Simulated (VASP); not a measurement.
# MgCd3Te4 (P1) in VASP: relaxation of cell and atoms with PBE

Aim: the relaxation of cell and atoms of MgCd3Te4 with PBE.

Program: VASP 6.6.1. These are calculated values, not measurements. Logs are shortened: lines on timing, memory, paths and dates and some standing lists are left out, and cuts for length are marked.

### 1 The cell of the first run

The typed cell holds 8 atoms: a = 6.427 Å, b = 6.769 Å, c = 8.046 Å, α = 115.04°, β = 114.76°, γ = 90.41°.

### 2 Relaxation of cell and atoms, PBE

File INCAR:

```
SYSTEM = MgCd3Te4
  PREC = Accurate
  ENCUT = 600
  EDIFF = 1E-6
  ISMEAR = 0
  SIGMA = 0.1
  LREAL = .False.
  LASPH = .True.
  NELM = 80
  ALGO = Normal
  ISIF = 3
  LWAVE = .False.
  LCHARG = .False.
  GGA = PE
  IBRION = 2
  NSW = 80
  EDIFFG = -0.025
```

File KPOINTS:

```
Automatic mesh
0
Gamma
  2 2 2
  0 0 0
```

File POSCAR:

```
MgCd3Te4
1.0
    6.4266998406     -0.0240165066     -0.0898900876
   -0.0240165066      6.7688515955     -0.0225345517
   -3.2912294010     -3.3949515062      6.5098168121
Mg Cd Te
1 3 4
Direct
    0.0041021525      0.0088970601      0.0052234066
    0.2452518083      0.7408043685      0.4990712251
    0.5145942924      0.5069931182      0.0053774714
    0.7517834788      0.2578934346      0.5030298374
    0.3684900514      0.8758417354      0.2496562924
    0.6275569415      0.6216021323      0.7487641633
    0.8761187287      0.3676448626      0.2575387718
    0.1121025463      0.1203232884      0.7313388320
```

Potentials or basis: VASP PAW PBE potentials, release 64 (Mg, Cd, Te).

The run is started by

```bash
$ cat potpaw_PBE.64/Mg/POTCAR potpaw_PBE.64/Cd/POTCAR potpaw_PBE.64/Te/POTCAR > POTCAR
$ mpirun -np 1 vasp_std > vasp.out
```

OUTCAR:

```text
SYSTEM = MgCd3Te4
   PREC = Accurate
   ENCUT = 600
   EDIFF = 1E-6
   ISMEAR = 0
   LREAL = .False.
   LASPH = .True.
   NELM = 80
   ISIF = 3
   GGA = PE
   IBRION = 2
   NSW = 80
   EDIFFG = -0.025

 ion  position               nearest neighbor table
   1  0.004  0.009  0.005-   5 2.80   7 2.82   6 2.85   8 2.93
   2  0.245  0.741  0.499-   7 2.77   6 2.83   8 2.85   5 2.89
   3  0.515  0.507  0.005-   6 2.83   7 2.85   5 2.90   8 2.94
   4  0.752  0.258  0.503-   8 2.74   7 2.77   6 2.80   5 2.86
   5  0.368  0.876  0.250-   1 2.80   4 2.86   2 2.89   3 2.90
   6  0.628  0.622  0.749-   4 2.80   2 2.83   3 2.83   1 2.85
   7  0.876  0.368  0.258-   4 2.77   2 2.77   1 2.82   3 2.85
   8  0.112  0.120  0.731-   4 2.74   2 2.85   1 2.93   3 2.94

  LATTYP: Found a triclinic cell.
 ALAT       =     8.0286292956
 B/A-ratio  =     0.9793917336
 C/A-ratio  =     1.5222012942
 COS(alpha) =     0.0071987876
 COS(beta)  =     0.6487838960
 COS(gamma) =     0.6730284843

  Lattice vectors:

 A1 = (   3.3152459076,  -3.3739000893,  -6.4872822604)
 A2 = (  -3.1114539330,  -3.3498835827,  -6.3973921728)
 A3 = (   9.7179292416,   3.3709349996,  -6.5997068997)

Analysis of symmetry for initial positions (statically):
=====================================================================
 Subroutine PRICEL returns:
 Original cell was already a primitive cell.

 Routine SETGRP: Setting up the symmetry group for a
 triclinic supercell.

 Subroutine GETGRP returns: Found  1 space group operations
 (whereof  1 operations were pure point group operations)
 out of a pool of  2 trial point group operations.

The static configuration has the point symmetry C_1 .

Analysis of symmetry for dynamics (positions and initial velocities):
=====================================================================
 Subroutine PRICEL returns:
 Original cell was already a primitive cell.

 Routine SETGRP: Setting up the symmetry group for a
 triclinic supercell.

 Subroutine GETGRP returns: Found  1 space group operations
 (whereof  1 operations were pure point group operations)
 out of a pool of  2 trial point group operations.

The dynamic configuration has the point symmetry C_1 .

 Subroutine INISYM returns: Found  1 space group operations
 (whereof  1 operations are pure point group operations),
 and found     1 'primitive' translations

----------------------------------------------------------------------------------------

                                     Primitive cell

  volume of cell :     280.6789

  direct lattice vectors                    reciprocal lattice vectors
     6.426699841 -0.024016507 -0.089890088     0.156718153  0.000821257  0.079661768
    -0.024016507  6.768851596 -0.022534552     0.001644283  0.148001109  0.078015759
    -3.291229401 -3.394951506  6.509816812     0.002169717  0.000523665  0.154984216

  length of vectors
     6.427373325  6.768931712  8.045843749     0.175804582  0.167312553  0.155000287

  position of ions in fractional coordinates (direct lattice)
     0.004102153  0.008897060  0.005223407
     0.245251808  0.740804369  0.499071225
     0.514594292  0.506993118  0.005377471
     0.751783479  0.257893435  0.503029837
     0.368490051  0.875841735  0.249656292
     0.627556942  0.621602132  0.748764163
     0.876118729  0.367644863  0.257538772
     0.112102546  0.120323288  0.731338832

  ion indices of the primitive-cell ions
   primitive index   ion index
                 1           1
                 2           2
                 3           3
                 4           4
                 5           5
                 6           6
                 7           7
                 8           8

----------------------------------------------------------------------------------------

 KPOINTS: Automatic mesh

Automatic generation of k-mesh.
 Grid dimensions read from file:
 generate k-points for:    2    2    2

 Generating k-lattice:

  Cartesian coordinates                     Fractional coordinates (reciprocal lattice)
     0.078359076  0.000410628  0.039830884     0.500000000  0.000000000 -0.000000000
     0.000822141  0.074000554  0.039007879     0.000000000  0.500000000  0.000000000
     0.001084859  0.000261832  0.077492108     0.000000000  0.000000000  0.500000000

  Length of vectors
     0.087902291  0.083656277  0.077500144

  Shift w.r.t. Gamma in fractional coordinates (k-lattice)
     0.000000000  0.000000000  0.000000000

 Subroutine IBZKPT returns following result:
 ===========================================

 Found      8 irreducible k-points:

 Following reciprocal coordinates:
            Coordinates               Weight
  0.000000  0.000000  0.000000      1.000000
  0.500000 -0.000000 -0.000000      1.000000
  0.000000  0.500000  0.000000      1.000000
  0.500000  0.500000  0.000000      1.000000
  0.000000 -0.000000  0.500000      1.000000
  0.500000 -0.000000  0.500000      1.000000
  0.000000  0.500000  0.500000      1.000000
  0.500000  0.500000  0.500000      1.000000
   k-points           NKPTS =      8   k-points in BZ     NKDIM =      8   number of bands    NBANDS=     37
   number of dos      NEDOS =    301   number of ions     NIONS =      8
   total plane-waves  NPLWV = 186624
   dimension x,y,z NGX =    54 NGY =   54 NGZ =   64
   dimension x,y,z NGXF=   108 NGYF=  108 NGZF=  128
   ions per type =               1   3   4
   NGX,Y,Z   is equivalent  to a cutoff of  13.97, 13.26, 13.22 a.u.
   NGXF,Y,Z  is equivalent  to a cutoff of  27.93, 26.52, 26.45 a.u.
 SYSTEM =  MgCd3Te4
   PREC   = accura    normal or accurate (medium, high low for compatibility)
   ISTART =      0    job   : 0-new  1-cont  2-samecut
   ICHARG =      2    charge: 1-file 2-atom 10-const
   ISPIN  =      1    spin polarized calculation?
   LNONCOLLINEAR =      F non collinear calculations
   LSORBIT =      F    spin-orbit coupling
   LASPH  =      T    aspherical Exc in radial PAW
   ENCUT  =  600.0 eV  44.10 Ry    6.64 a.u.  12.84 13.52 16.07*2*pi/ulx,y,z
   NELM   =     80;   NELMIN=  2; NELMDL= -5     # of ELM steps
   EDIFF  = 0.1E-05   stopping-criterion for ELM
   LREAL  =      F    real-space projection
   EDIFFG = -.3E-01   stopping-criterion for IOM
   NSW    =     80    number of steps for IOM
   IBRION =      2    ionic relax: 0-MD 1-quasi-New 2-CG
   NFREE  =      1    steps in history (QN), initial steepest desc. (CG)
   ISIF   =      3    stress and relaxation
   ISYM   =      2    0-nonsym 1-usesym 2-fastsym
   POTIM  = 0.5000    time-step for ionic-motion
   TEBEG  =    0.0;   TEEND  =   0.0 temperature during run
   PSTRESS=    0.0 pullay stress
   NELECT =      62.0000    total number of electrons
   NUPDOWN=      -1.0000    fix difference up-down
   EMIN   =  10.00;   EMAX   =-10.00  energy-range for DOS
   EFERMI =   0.00;   METHOD = LEGACY
   ISMEAR =     0;   SIGMA  =   0.10  broadening in eV -4-tet -1-fermi 0-gaus
   EFERMI_NEDOS =   21; number of points for ismear=-14 and -15
   IALGO  =     38    algorithm
   IMIX   =      4    mixing-type and parameters
     AMIX     =   0.40;   BMIX     =  1.00
     AMIX_MAG =   1.60;   BMIX_MAG =  1.00
  volume/ion in A,a.u.               =      35.08       236.76
  Fermi-wavevector in a.u.,A,eV,Ry     =   0.989621  1.870112 13.324856  0.979349
  Thomas-Fermi vector in A             =   2.121233
   LORBIT       =      0    0 simple, 1 ext, 2 COOP (PROOUT), +10 PAW based schemes
   GGA     = PE    functional components
   LHFCALC =     F    Hartree Fock is set to
   AEXX    =    0.0000 exact exchange contribution
   IVDW    =     0    specifies the selected vdW correction
   LEPSILON=     F    determine dielectric tensor
   LRPA    =     F    only Hartree local field effects (RPA)
 conjugate gradient relaxation of ions
 non-spin polarized calculation
 Gauss-broadening in eV      SIGMA  =   0.10
  energy-cutoff  :      600.00
  volume of cell :      280.68
 maximum number of plane-waves:      9392
 NGX is ok and might be reduce to    54
   NGX = 25   NGY = 27   NGZ = 33

--------------------------------------- Ionic step        1  -------------------------------------------

 number of electron      62.0000002 magnetization

 Free energy of the ion-electron system (eV)
  ---------------------------------------------------
  ext. energy  EPLUGINS =         0.00000000
  ---------------------------------------------------
  free energy    TOTEN  =       -20.47366507 eV

  energy without entropy =      -20.47366507  energy(sigma->0) =      -20.47366507

------------------------ aborting loop because EDIFF is reached ----------------------------------------

  FORCE on cell =-STRESS in cart. coord.  units (eV):
  Direction    XX          YY          ZZ          XY          YZ          ZX
  --------------------------------------------------------------------------------------
  -------------------------------------------------------------------------------------
  Total        2.3168382      0.7728274      1.9665715     -0.2362921     -0.3157263      0.9983051
  in kB       13.2250251      4.4114698     11.2256256     -1.3488078     -1.8022358      5.6985466
  external PRESSURE =       9.6207068 kB  Pullay stress =       0.0000000 kB
[... 107 lines left out ...]
  FREE ENERGIE OF THE ION-ELECTRON SYSTEM (eV)
  ---------------------------------------------------
  free  energy   TOTEN  =       -20.5932048818 eV

  energy  without entropy=      -20.5932048808  energy(sigma->0) =      -20.59320488

[... ionic steps 4 to 11 ...]

--------------------------------------- Ionic step       12  -------------------------------------------

 number of electron      61.9999999 magnetization

------------------------ aborting loop because EDIFF is reached ----------------------------------------

  FORCE on cell =-STRESS in cart. coord.  units (eV):
  Direction    XX          YY          ZZ          XY          YZ          ZX
  --------------------------------------------------------------------------------------
  -------------------------------------------------------------------------------------
  Total       -0.1109270     -0.0604608     -0.0922886      0.0369364      0.0079356     -0.0669647
  in kB       -0.6186833     -0.3372132     -0.5147295      0.2060088      0.0442600     -0.3734883
  external PRESSURE =      -0.4902086 kB  Pullay stress =       0.0000000 kB
[... 69 lines left out ...]
  energy  without entropy=      -20.6625884783  energy(sigma->0) =      -20.66258848

--------------------------------------- Ionic step       14  -------------------------------------------

 number of electron      61.9999999 magnetization

 Free energy of the ion-electron system (eV)
  ---------------------------------------------------
  ext. energy  EPLUGINS =         0.00000000
  ---------------------------------------------------
  free energy    TOTEN  =       -20.66281046 eV

  energy without entropy =      -20.66281046  energy(sigma->0) =      -20.66281046

 E-fermi :   2.2312     XC(G=0):  -8.1633

 val. band max:        1.7829494493   @ k =   0.0000   0.0000   0.0000
 cond. band min:       2.7708813534   @ k =   0.0000   0.0000   0.0000
 fundamental gap:      0.9879319041
 Fermi energy:         2.2311674929

 k-point     1 :       0.0000    0.0000    0.0000
  band No.  band energies     occupation
      1      -8.8619      2.00000
      2      -8.3670      2.00000
      3      -8.3637      2.00000
      4      -8.3577      2.00000
      5      -6.1739      2.00000
      6      -6.1735      2.00000
[... 344 lines left out ...]
  FREE ENERGIE OF THE ION-ELECTRON SYSTEM (eV)
  ---------------------------------------------------
  free  energy   TOTEN  =       -20.6628104650 eV

  energy  without entropy=      -20.6628104650  energy(sigma->0) =      -20.66281046

 reached required accuracy - stopping structural energy minimisation
```

It took 19 min on 1 thread of Intel Xeon 6975P-C, shared host; peak memory 0.56 GiB.

What came out:

```yaml
Free_energy: -20.6628 eV
Relaxed_volume: 35.86 Å³/atom
Relaxed_cell: a = 6.617 Å, b = 6.604 Å, c = 8.056 Å, α = 114.20°, β = 114.22°, γ = 89.96°
Space_group_after_relaxing_to_0.05_Å: Cm (No. 8)
Energy_gained_by_relaxing: 23.6 meV/atom
Ionic_steps: 14
Pressure_after_relaxing: 0.0 GPa
Largest_force_after_relaxing: 0.024 eV/Å
Band_gap_on_the_k_mesh: 0.99 eV, direct
```

Forces on the atoms (eV/Å):
```
Mg  -0.004 -0.010  0.009
Cd   0.008  0.010  0.000
Cd  -0.012  0.008 -0.007
Cd   0.016  0.003  0.011
Te  -0.005 -0.004 -0.023
Te  -0.008 -0.009  0.000
Te   0.017  0.007 -0.011
Te  -0.012 -0.005  0.020
```

The path:
| step | energy change (eV) | largest force (eV/Å) | pressure (GPa) | volume (Å³) |
| --- | --- | --- | --- | --- |
| 1 | 0.0000 | 0.9644 | 0.96 | 280.68 |
| 2 | -0.1081 | 0.5178 | -0.25 | 289.31 |
| 3 | -0.1195 | 0.3653 | -0.73 | 293.35 |
| 4 | -0.1667 | 0.1786 | -0.26 | 288.98 |
| 5 | -0.1784 | 0.1168 | 0.14 | 285.66 |
| 6 | -0.1840 | 0.0903 | 0.01 | 286.71 |
| 7 | -0.1848 | 0.0910 | -0.07 | 287.31 |
| 8 | -0.1872 | 0.0459 | -0.01 | 286.90 |
| 9 | -0.1879 | 0.0476 | 0.04 | 286.53 |
| 10 | -0.1884 | 0.0353 | -0.02 | 287.01 |
| 11 | -0.1885 | 0.0318 | -0.07 | 287.47 |
| 12 | -0.1888 | 0.0264 | -0.05 | 287.26 |
| 13 | -0.1889 | 0.0347 | -0.01 | 286.95 |
| 14 | -0.1891 | 0.0243 | 0.00 | 286.84 |

Final structure:
```yaml
crystal:
  lattice:
    - [6.61659, 0.00325, 0.00303]
    - [0.00147, 6.60414, 0.00062]
    - [-3.30631, -3.30175, 6.56253]
  atoms:
    - { symbol: Mg, position: [0.00197, 0.00161, 0.99917] }
    - { symbol: Cd, position: [0.24800, 0.74768, 0.49974] }
    - { symbol: Cd, position: [0.50249, 0.50111, 0.00074] }
    - { symbol: Cd, position: [0.74689, 0.24875, 0.49994] }
    - { symbol: Te, position: [0.36950, 0.87563, 0.24736] }
    - { symbol: Te, position: [0.63102, 0.63168, 0.75366] }
    - { symbol: Te, position: [0.87559, 0.36863, 0.24739] }
    - { symbol: Te, position: [0.12456, 0.12490, 0.75201] }
```

Levels at points of the mesh, in eV from the valence-band top:
```tsv
k point	band 29	band 30	band 31	band 32	band 33	band 34
(0.00, 0.00, 0.00)	-0.02	-0.01	0.00	0.99	2.73	2.77
(0.50, 0.00, 0.00)	-1.19	-0.72	-0.58	3.09	3.14	3.63
(0.00, 0.50, 0.00)	-1.19	-0.72	-0.58	3.09	3.14	3.64
(0.50, 0.50, 0.00)	-0.64	-0.54	-0.53	1.86	2.17	3.15
(0.00, 0.00, 0.50)	-0.98	-0.82	-0.81	2.58	2.67	2.78
(0.50, 0.00, 0.50)	-1.18	-0.73	-0.58	3.08	3.15	3.65
(0.00, 0.50, 0.50)	-1.19	-0.72	-0.58	3.08	3.15	3.65
(0.50, 0.50, 0.50)	-0.64	-0.54	-0.53	1.86	2.16	3.16
```

Caveat: the k points lie up to 0.53 Å⁻¹ apart in the final cell; spin-orbit coupling is left out, which moves the levels of the heavy elements.
